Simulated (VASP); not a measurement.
# Mg4O (Pm-3m) in VASP: notebook, part 2 of 2

VASP 6.6.1. Earlier steps stand in the parts before.

### 4 Relaxation of cell and atoms, PBE

File INCAR:

```
  ALGO = Normal
  EDIFF = 1E-7
  EDIFFG = -0.04
  ENCUT = 600
  GGA = PE
  IBRION = 2
  ISIF = 3
  ISMEAR = 0
  LASPH = T
  LCHARG = F
  LREAL = F
  LWAVE = F
  NELM = 80
  NSW = 90
  PREC = Accurate
  SIGMA = 0.1
```

File KPOINTS:

```
k-points
0
Gamma
  4 4 4
```

File POSCAR:

```
Mg4O
1.0
    4.2254869500      0.0000000000      0.0000000000
    0.0000000000      4.2254869500      0.0000000000
    0.0000000000      0.0000000000      4.2254869500
Mg O
4 1
Direct
    0.5000000000      0.0000000000      0.0000000000
    0.0000000000      0.5000000000      0.0000000000
    0.0000000000      0.0000000000      0.5000000000
    0.5000000000      0.5000000000      0.5000000000
    0.0000000000      0.0000000000      0.0000000000
```

Command:

```console
cat potpaw_PBE.64/Mg/POTCAR potpaw_PBE.64/O/POTCAR > POTCAR
mpirun -np 1 vasp_std > vasp.out
```

Run time: 42 s. Hardware: 1 thread of Intel Xeon 8259CL, shared host; peak memory 0.21 GiB.

Results (log left out):

```
Free energy                           : -15.1314 eV
Relaxed volume                        : 17.30 Å³/atom
Relaxed cell                          : a = 4.422 Å, b = 4.422 Å, c = 4.422 Å, α = 90.00°, β = 90.00°, γ = 90.00°
Space group after relaxing (to 0.1 Å) : Pm-3m (No. 221)
Energy gained by relaxing             : 61.7 meV/atom
Ionic steps                           : 2
Pressure after relaxing               : -0.2 GPa
Band gap on the k mesh                : zero (bands 7 and 8 overlap by 2.65 eV)
```

Step by step:
| step | energy change (eV) | largest force (eV/Å) | pressure (GPa) | volume (Å³) |
| --- | --- | --- | --- | --- |
| 1 | 0.0000 | 0.0000 | 10.25 | 75.44 |
| 2 | -0.3084 | 0.0000 | -0.18 | 86.48 |

Final structure:
```
Mg O
1.0
     4.42225    0.00000    0.00000
     0.00000    4.42225    0.00000
     0.00000    0.00000    4.42225
Mg O
4 1
Direct
  0.50000 0.00000 0.00000
  0.00000 0.50000 0.00000
  0.00000 0.00000 0.50000
  0.50000 0.50000 0.50000
  0.00000 0.00000 0.00000
```

Levels at points of the mesh, in eV from the Fermi level:
```
           k point  band 4  band 5  band 6  band 7  band 8  band 9  band 10  band 11
(0.00, 0.00, 0.00)   -4.95   -4.95    0.96    0.96    1.73    1.73     1.73     5.67
(0.50, 0.00, 0.00)   -4.84   -3.40   -2.61    1.65    1.65    2.16     3.87     4.13
(0.50, 0.50, 0.00)   -4.76   -3.18   -1.00   -1.00   -0.26    3.31     3.31     3.47
(0.50, 0.50, 0.50)   -5.45   -1.63   -1.63   -1.63   -1.00    1.88     1.88     1.88
```

Caveat: the k points lie up to 0.36 Å⁻¹ apart in the final cell, too coarse for converged energies and pressures of a metal.

### 5 Single point, PBE, collinear spin, ferromagnetic start

File INCAR:

```
ALGO = Normal
EDIFF = 1E-6
ENCUT = 520
GGA = PE
ISIF = 2
ISMEAR = 0
ISPIN = 2
LASPH = True
LCHARG = True
LELF = True
LORBIT = 11
LREAL = False
LVHAR = True
LWAVE = False
MAGMOM = 0 0 0 0 1
NBANDS = 19
NELM = 150
PREC = Accurate
SIGMA = 0.1
```

KPOINTS is that of step 4.

POSCAR is that of step 4.

Command:

```console
cat potpaw_PBE.64/Mg/POTCAR potpaw_PBE.64/O/POTCAR > POTCAR
mpirun -np 1 vasp_std > vasp.out
```

Run time: 33 s. Hardware: 1 thread of Intel Xeon 8259CL, shared host; peak memory 0.2 GiB.

The run converged. Its results:

| Quantity | Value |
| --- | --- |
| Free energy | -14.8197 eV |
| Pressure | 10.3 GPa |
| Band gap on the k mesh | zero (filled and empty bands overlap) |
| Net moment | 0.00 μB per cell |
| Valence electrons inside the program's atomic spheres | Mg 0.39, 0.43 (each value once); O 5.07 |

Levels at points of the mesh, in eV from the Fermi level:
Spin up:
```csv
k point,band 5,band 6,band 7,band 8,band 9,band 10
"(0.00, 0.00, 0.00)",-5.68,0.88,0.88,1.79,1.79,1.79
"(0.50, 0.00, 0.00)",-3.71,-3.00,1.57,1.57,2.01,4.37
"(0.50, 0.50, 0.00)",-3.61,-1.27,-1.27,-0.13,3.33,3.33
"(0.50, 0.50, 0.50)",-2.01,-2.01,-2.01,-1.12,2.06,2.06
```
Spin down:
| k point | band 5 | band 6 | band 7 | band 8 | band 9 | band 10 |
| --- | --- | --- | --- | --- | --- | --- |
| (0.00, 0.00, 0.00) | -5.68 | 0.88 | 0.88 | 1.79 | 1.79 | 1.79 |
| (0.50, 0.00, 0.00) | -3.71 | -3.00 | 1.57 | 1.57 | 2.01 | 4.37 |
| (0.50, 0.50, 0.00) | -3.61 | -1.27 | -1.27 | -0.13 | 3.33 | 3.33 |
| (0.50, 0.50, 0.50) | -2.00 | -2.00 | -2.00 | -1.12 | 2.06 | 2.06 |

Caveat: the k points lie up to 0.37 Å⁻¹ apart, too coarse for converged energies and pressures of a metal.

### 6 Single point, PBE

This run uses another cell than the first one, of 17.35 Å³/atom.

File INCAR:

```
SYSTEM = Mg4O
ALGO = Normal
EDIFF = 1E-7
ENCUT = 520
GGA = PE
ISIF = 2
ISMEAR = 0
LASPH = .True.
LCHARG = .False.
LREAL = .False.
LWAVE = .False.
NBANDS = 15
NELM = 100
PREC = Accurate
SIGMA = 0.1
```

File KPOINTS:

```
k-points
0
Gamma
  8 8 8
  0 0 0
```

Edit POSCAR of step 5 so:

```diff
@@ -2,5 +2,5 @@
 1.0
-    4.2254869500      0.0000000000      0.0000000000
-    0.0000000000      4.2254869500      0.0000000000
-    0.0000000000      0.0000000000      4.2254869500
+    4.4270796283      0.0000000000      0.0000000000
+    0.0000000000      4.4270796283      0.0000000000
+    0.0000000000      0.0000000000      4.4270796283
 Mg O
```

Potentials or basis: VASP PAW PBE potentials, release 64 (Mg, O).

Command:

```console
cat potpaw_PBE.64/Mg/POTCAR potpaw_PBE.64/O/POTCAR > POTCAR
mpirun -np 1 vasp_std > vasp.out
```

OUTCAR:

```text
SYSTEM = Mg4O
   EDIFF = 1E-7
   ENCUT = 520
   GGA = PE
   ISIF = 2
   ISMEAR = 0
   LASPH = .True.
   LREAL = .False.
   NELM = 100
   PREC = Accurate

 ion  position               nearest neighbor table
   1  0.500  0.000  0.000-   5 2.21   5 2.21   4 3.13   2 3.13   3 3.13   4 3.13   2 3.13   4 3.13
                             4 3.13   2 3.13   3 3.13   3 3.13   3 3.13   2 3.13
   2  0.000  0.500  0.000-   5 2.21   5 2.21   4 3.13   1 3.13   3 3.13   4 3.13   1 3.13   3 3.13
                             3 3.13   3 3.13   1 3.13   4 3.13   4 3.13   1 3.13
   3  0.000  0.000  0.500-   5 2.21   5 2.21   4 3.13   1 3.13   1 3.13   2 3.13   2 3.13   2 3.13
                             4 3.13   2 3.13   1 3.13   4 3.13   1 3.13   4 3.13
   4  0.500  0.500  0.500-   1 3.13   2 3.13   3 3.13   1 3.13   2 3.13   1 3.13   3 3.13   1 3.13
                             2 3.13   3 3.13   2 3.13   3 3.13
   5  0.000  0.000  0.000-   1 2.21   2 2.21   3 2.21   3 2.21   2 2.21   1 2.21

  LATTYP: Found a simple cubic cell.
 ALAT       =     4.4270796283

  Lattice vectors:

 A1 = (   4.4270796283,   0.0000000000,   0.0000000000)
 A2 = (   0.0000000000,   4.4270796283,   0.0000000000)
 A3 = (   0.0000000000,   0.0000000000,   4.4270796283)

Analysis of symmetry for initial positions (statically):
=====================================================================
 Subroutine PRICEL returns:
 Original cell was already a primitive cell.

 Routine SETGRP: Setting up the symmetry group for a
 simple cubic supercell.

 Subroutine GETGRP returns: Found 48 space group operations
 (whereof 48 operations were pure point group operations)
 out of a pool of 48 trial point group operations.

The static configuration has the point symmetry O_h .

Analysis of symmetry for dynamics (positions and initial velocities):
=====================================================================
 Subroutine PRICEL returns:
 Original cell was already a primitive cell.

 Routine SETGRP: Setting up the symmetry group for a
 simple cubic supercell.

 Subroutine GETGRP returns: Found 48 space group operations
 (whereof 48 operations were pure point group operations)
 out of a pool of 48 trial point group operations.

The dynamic configuration has the point symmetry O_h .

 Subroutine INISYM returns: Found 48 space group operations
 (whereof 48 operations are pure point group operations),
 and found     1 'primitive' translations

----------------------------------------------------------------------------------------

                                     Primitive cell

  volume of cell :      86.7665

  direct lattice vectors                    reciprocal lattice vectors
     4.427079628  0.000000000  0.000000000     0.225882542  0.000000000  0.000000000
     0.000000000  4.427079628  0.000000000     0.000000000  0.225882542  0.000000000
     0.000000000  0.000000000  4.427079628     0.000000000  0.000000000  0.225882542

  length of vectors
     4.427079628  4.427079628  4.427079628     0.225882542  0.225882542  0.225882542

  position of ions in fractional coordinates (direct lattice)
     0.500000000  0.000000000  0.000000000
     0.000000000  0.500000000  0.000000000
     0.000000000  0.000000000  0.500000000
     0.500000000  0.500000000  0.500000000
     0.000000000  0.000000000  0.000000000

  ion indices of the primitive-cell ions
   primitive index   ion index
                 1           1
                 2           2
                 3           3
[... 64 lines left out ...]
 SYSTEM =  Mg4O
   PREC   = accura    normal or accurate (medium, high low for compatibility)
   ISTART =      0    job   : 0-new  1-cont  2-samecut
   ICHARG =      2    charge: 1-file 2-atom 10-const
   ISPIN  =      1    spin polarized calculation?
   LNONCOLLINEAR =      F non collinear calculations
   LSORBIT =      F    spin-orbit coupling
   LASPH  =      T    aspherical Exc in radial PAW
   ENCUT  =  520.0 eV  38.22 Ry    6.18 a.u.   8.23  8.23  8.23*2*pi/ulx,y,z
   NELM   =    100;   NELMIN=  2; NELMDL= -5     # of ELM steps
   EDIFF  = 0.1E-06   stopping-criterion for ELM
   LREAL  =      F    real-space projection
   EDIFFG = 0.1E-05   stopping-criterion for IOM
   NSW    =      0    number of steps for IOM
   IBRION =     -1    ionic relax: 0-MD 1-quasi-New 2-CG
   NFREE  =      0    steps in history (QN), initial steepest desc. (CG)
   ISIF   =      2    stress and relaxation
   ISYM   =      2    0-nonsym 1-usesym 2-fastsym
   POTIM  = 0.5000    time-step for ionic-motion
   TEBEG  =    0.0;   TEEND  =   0.0 temperature during run
   PSTRESS=    0.0 pullay stress
   NELECT =      14.0000    total number of electrons
   NUPDOWN=      -1.0000    fix difference up-down
   EMIN   =  10.00;   EMAX   =-10.00  energy-range for DOS
   EFERMI =   0.00;   METHOD = LEGACY
   ISMEAR =     0;   SIGMA  =   0.10  broadening in eV -4-tet -1-fermi 0-gaus
   EFERMI_NEDOS =   21; number of points for ismear=-14 and -15
   IALGO  =     38    algorithm
   IMIX   =      4    mixing-type and parameters
     AMIX     =   0.40;   BMIX     =  1.00
     AMIX_MAG =   1.60;   BMIX_MAG =  1.00
  volume/ion in A,a.u.               =      17.35       117.11
  Fermi-wavevector in a.u.,A,eV,Ry     =   0.891251  1.684221 10.807501  0.794329
  Thomas-Fermi vector in A             =   2.013047
   LORBIT       =      0    0 simple, 1 ext, 2 COOP (PROOUT), +10 PAW based schemes
   GGA     = PE    functional components
   LHFCALC =     F    Hartree Fock is set to
   AEXX    =    0.0000 exact exchange contribution
   IVDW    =     0    specifies the selected vdW correction
   LEPSILON=     F    determine dielectric tensor
   LRPA    =     F    only Hartree local field effects (RPA)
 non-spin polarized calculation
 Gauss-broadening in eV      SIGMA  =   0.10
  energy-cutoff  :      520.00
  volume of cell :       86.77
 maximum number of plane-waves:      2360
 NGX is ok and might be reduce to    36
   NGX = 17   NGY = 17   NGZ = 17

 number of electron      13.9999993 magnetization

 Free energy of the ion-electron system (eV)
  ---------------------------------------------------
  ext. energy  EPLUGINS =         0.00000000
  ---------------------------------------------------
  free energy    TOTEN  =       -14.92683720 eV

  energy without entropy =      -14.91591522  energy(sigma->0) =      -14.92137621

 E-fermi :   3.7419     XC(G=0):  -9.1217

 val. band max:        3.7371808992   @ k =   0.3750   0.2500   0.2500
 cond. band min:       3.8278210035   @ k =   0.5000   0.3750   0.0000
 fundamental gap:      0.0906401043
 Fermi energy:         3.7419245165

 k-point     1 :       0.0000    0.0000    0.0000
  band No.  band energies     occupation
      1     -15.5287      2.00000
      2      -2.5103      2.00000
      3      -1.6236      2.00000
      4      -1.6236      2.00000
      5      -1.6236      2.00000
      6       4.2817      0.00000
      7       4.2817      0.00000
      8       5.0542      0.00000
      9       5.0542      0.00000
     10       5.0542      0.00000
     11       8.9686      0.00000
     12       9.5643      0.00000
     13       9.5643      0.00000
     14       9.5643      0.00000
[... 401 lines left out ...]
      2      -2.5347      2.00000
      3      -2.3301      2.00000
      4      -1.5751      2.00000
      5       0.3829      2.00000
      6       1.7562      2.00000
      7       2.4108      2.00000
      8       3.9277      0.00861
      9       5.2798      0.00000
     10       6.2671      0.00000
     11       6.8844      0.00000
     12       9.0618      0.00000
     13       9.8166      0.00000
     14      10.6757      0.00000
     15      10.7867      0.00000

 [... further k-points ...]

------------------------ aborting loop because EDIFF is reached ----------------------------------------

  FORCE on cell =-STRESS in cart. coord.  units (eV):
  Direction    XX          YY          ZZ          XY          YZ          ZX
  --------------------------------------------------------------------------------------
  -------------------------------------------------------------------------------------
  Total       -0.1368441     -0.1368441     -0.1368441     -0.0000000      0.0000000      0.0000000
  in kB       -2.5268800     -2.5268800     -2.5268800     -0.0000000      0.0000000      0.0000000
  external PRESSURE =      -2.5268800 kB  Pullay stress =       0.0000000 kB

 VOLUME and BASIS-vectors are now :
 -----------------------------------------------------------------------------
  energy-cutoff  :      520.00
  volume of cell :       86.77
      direct lattice vectors                 reciprocal lattice vectors
     4.427079628  0.000000000  0.000000000     0.225882542  0.000000000  0.000000000
     0.000000000  4.427079628  0.000000000     0.000000000  0.225882542  0.000000000
     0.000000000  0.000000000  4.427079628     0.000000000  0.000000000  0.225882542

 POSITION                                       TOTAL-FORCE (eV/Angst)
 -----------------------------------------------------------------------------------
      2.21354      0.00000      0.00000         0.000000      0.000000      0.000000
      0.00000      2.21354      0.00000         0.000000      0.000000      0.000000
      0.00000      0.00000      2.21354         0.000000      0.000000      0.000000
      2.21354      2.21354      2.21354         0.000000      0.000000      0.000000
      0.00000      0.00000      0.00000         0.000000      0.000000      0.000000
 -----------------------------------------------------------------------------------
    total drift:                                0.000000     -0.000000     -0.000000

  FREE ENERGIE OF THE ION-ELECTRON SYSTEM (eV)
  ---------------------------------------------------
  free  energy   TOTEN  =       -14.9268371989 eV

  energy  without entropy=      -14.9159152199  energy(sigma->0) =      -14.92137621
```

It took 59 s on 1 thread of Intel Xeon 8259CL, shared host; peak memory 0.22 GiB.

What came out:

```yaml
Free_energy: -14.9268 eV
Pressure: -0.3 GPa
Band_gap_on_the_k_mesh: zero (bands 7 and 8 overlap by 2.66 eV)
```

Levels at points of the mesh, in eV from the Fermi level:
```tsv
k point	band 4	band 5	band 6	band 7	band 8	band 9	band 10	band 11
(0.00, 0.00, 0.00)	-5.37	-5.37	0.54	0.54	1.31	1.31	1.31	5.23
(0.50, 0.00, 0.00)	-5.26	-3.81	-3.02	1.24	1.24	1.74	3.43	3.70
(0.50, 0.50, 0.00)	-5.18	-3.58	-1.42	-1.42	-0.69	2.88	2.88	3.05
(0.50, 0.50, 0.50)	-5.87	-2.03	-2.03	-2.03	-1.41	1.45	1.45	1.45
```

### 7 The runs side by side

| task | spin | cell | k mesh | cutoff (eV) | gap on the mesh (eV) | pressure (GPa) |
| --- | --- | --- | --- | --- | --- | --- |
| single point | off | a = 4.225 Å, 5 atoms | 4 × 4 × 4 | 520 | none | 10.3 |
| single point | off | a = 4.416 Å, 5 atoms | 4 × 4 × 4 | 520 | none | 0.1 |
| relaxation of cell and atoms | off | relaxed from a = 4.225 Å, 5 atoms | 4 × 4 × 4 | 600 | none | -0.2 |
| single point | collinear, ferromagnetic start | a = 4.225 Å, 5 atoms | 4 × 4 × 4 | 520 | none | 10.3 |
| single point | off | a = 4.427 Å, 5 atoms | 8 × 8 × 8 | 520 | none | -0.3 |

Alike in all rows: level PBE; potentials or basis VASP PAW PBE potentials, release 64 (Mg, O); smearing gaussian 0.1 eV.

Caveats: some runs use coarse meshes.

Total energies depend on the potentials used, so only differences within one code and one set of settings carry meaning.
